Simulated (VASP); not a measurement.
Write the native input for VASP 6.6.1 that does the following.

| Quantity | Value |
| --- | --- |
| Task | single point |
| Functional | LDA |
| Potentials or basis | VASP PAW LDA potentials, release 64 (Hf_pv, B) |
| Cutoff | 520 eV |
| k mesh | 11 × 11 × 11 |
| Occupations | methfessel-paxton, width 0.05 eV |
| Spin | no spin polarisation |
| Dipole correction | no |
| Further INCAR settings | ALGO = Normal; EDIFF = 1e-06; NBANDS = 14 |

The structure of HfB lies in POSCAR:

```
HfB
1.0
    0.0000000000      2.2628439111      2.2628439111
    2.2628439111      0.0000000000      2.2628439111
    2.2628439111      2.2628439111      0.0000000000
Hf B
1 1
Direct
    0.5000000000      0.5000000000      0.5000000000
    0.0000000000      0.0000000000      0.0000000000
```

One way to write it, as run:

INCAR

```
PREC = Accurate ; ENCUT = 520
EDIFF = 1E-6 ; ISMEAR = 1
SIGMA = 0.05 ; LREAL = False
LASPH = True ; NELM = 60
ALGO = Normal ; ISIF = 2
LWAVE = False ; LCHARG = False
GGA = CA ; NBANDS = 14
```

KPOINTS

```
regular mesh
0
Gamma
  11 11 11
```

Potentials or basis: VASP PAW LDA potentials, release 64 (Hf_pv, B).

Command:

```bash
$ cat potpaw_LDA.64/Hf_pv/POTCAR potpaw_LDA.64/B/POTCAR > POTCAR
$ mpirun -np 1 vasp_std > vasp.out
```

It gave:

The pressure is 38.1 GPa.

It took 16 s on 1 thread of Intel Xeon 8259CL, with other jobs on the host, peak memory 0.14 GiB.
